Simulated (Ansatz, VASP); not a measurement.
## NaCl in VASP and in Ansatz

Contents of INCAR:

```
PREC     = Accurate       # precision mode
ENCUT    = 500            # plane-wave cutoff, eV
EDIFF    = 1E-6           # SCF threshold, eV
ISMEAR   = 0              # smearing method
SIGMA    = 0.01           # smearing width, eV
LREAL    = F              # projectors in reciprocal space
LASPH    = T              # aspherical terms in the spheres
NELM     = 120            # most SCF steps
ALGO     = Normal         # electronic algorithm
ISIF     = 2              # what is computed and relaxed
LWAVE    = F              # write WAVECAR
LCHARG   = F              # write CHGCAR
GGA      = PE             # functional
NBANDS   = 14             # bands
GGA_COMPAT= F
```

The input KPOINTS:

```
Automatic mesh
0
Gamma
  4 4 4
```

POSCAR

```
NaCl
1.0
    0.0000000000      2.8100000000      2.8100000000
    2.8100000000      0.0000000000      2.8100000000
    2.8100000000      2.8100000000      0.0000000000
Na Cl
1 1
Direct
   -0.0010762362     -0.0030974817      0.0012654890
    0.5006979527      0.5020087543      0.4991793111
```

Input for Ansatz:

```yaml
crystal:
  lattice:
    - [0.0, 2.81, 2.81]
    - [2.81, 0.0, 2.81]
    - [2.81, 2.81, 0.0]
  atoms:
    - { symbol: Na, position: [-0.0010762362035547672, -0.0030974817065206463, 0.001265488993545917] }
    - { symbol: Cl, position: [0.5006979526500236, 0.5020087543372103, 0.4991793110528025] }
basis:
  ecutwfc: 420.0
kpoints:
  mp_grid:
    grid: [4, 4, 4]
hamiltonian:
  xc: pbe
scf:
  occupations:
    method: fixed
output:
  forces: true
```

Alike in both runs: task single point; functional PBE; k mesh 4 × 4 × 4; no spin polarisation.

```csv
,VASP,Ansatz
version,VASP 6.6.1,Ansatz 0.2.0
potentials or method,"VASP PAW PBE potentials, release 64 (Na_pv, Cl), cutoff 500 eV","plane waves, PAW"
occupations,"gaussian, width 0.01 eV",fixed
valence electrons in the cell,14,16
```

|  | VASP | Ansatz | Ansatz less VASP |
| --- | --- | --- | --- |
| rms of the force components (eV/Å) | 0.018 | 0.018 | -0.0001 |

Atom by atom the forces differ by 0.000 eV/Å (rms over components). VASP's potentials hold 14 valence electrons a cell and Ansatz's 16, so a difference there can come from the potentials and not from the codes.

The k mesh is coarse, so the values compare programs but aren't converged.
